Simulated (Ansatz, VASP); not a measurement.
# Two plane-wave programs on CsH

INCAR

```
PREC = Accurate
ENCUT = 520
EDIFF = 1E-7
ISMEAR = 0
SIGMA = 0.05
LREAL = False
LASPH = True
NELM = 100
ALGO = Normal
ISIF = 2
LWAVE = False
LCHARG = True
GGA = CA
LELF = True
LVHAR = True
NBANDS = 12
```

File KPOINTS:

```
Automatic mesh
0
Gamma
  8 8 8
```

File POSCAR:

```
CsH
1.0
    0.0000000000      3.3155200000      3.4430400000
    3.3155200000      0.0000000000      3.4430400000
    3.3155200000      3.3155200000      0.0000000000
Cs H
1 1
Direct
    0.0000000000      0.0000000000      0.0000000000
    0.5000000000      0.5000000000      0.5000000000
```

Input for Ansatz:

```yaml
crystal:
  lattice:
    - [0.0, 3.31552, 3.44304]
    - [3.31552, 0.0, 3.44304]
    - [3.31552, 3.31552, 0.0]
  atoms:
    - { symbol: Cs, position: [0.0, 0.0, 0.0] }
    - { symbol: H, position: [0.5, 0.5, 0.5] }
basis:
  ecutwfc: 420
kpoints:
  mp_grid: { grid: [8, 8, 8] }
hamiltonian:
  xc: lda
scf:
  occupations: { method: gaussian, width: 0.05 }
output:
  forces: true
  stress: true
  eigenvalues: true
```

Change from the starting cell: strain +0.040 along x and y, +0.080 along z, atoms carried along.

Alike in both runs: task single point; functional LDA; k mesh 8 × 8 × 8; occupations gaussian, width 0.05 eV; no spin polarisation.

|  | VASP | Ansatz |
| --- | --- | --- |
| version | VASP 6.6.1 | Ansatz 0.2.0 |
| potentials or method | VASP PAW LDA potentials, release 64 (Cs_sv, H), cutoff 520 eV | scalar-relativistic, plane waves, PAW |
| valence electrons in the cell | 10 | 10 |

|  | VASP | Ansatz | Ansatz less VASP |
| --- | --- | --- | --- |
| gap on the k mesh at the Fermi level (eV) | 2.09 | 2.10 | +0.011 |
| least direct gap on the mesh (eV) | 2.09 | 2.10 | +0.011 |
| pressure (GPa) | -2.0 | -2.0 | +0.01 |
| traceless stress, the component that is largest in VASP (GPa) | -0.17 | -0.16 | +0.008 |

LDA's correlation is that of Perdew and Zunger in VASP and of Perdew and Wang (1992) in Ansatz.

Neither program's run includes spin-orbit coupling.
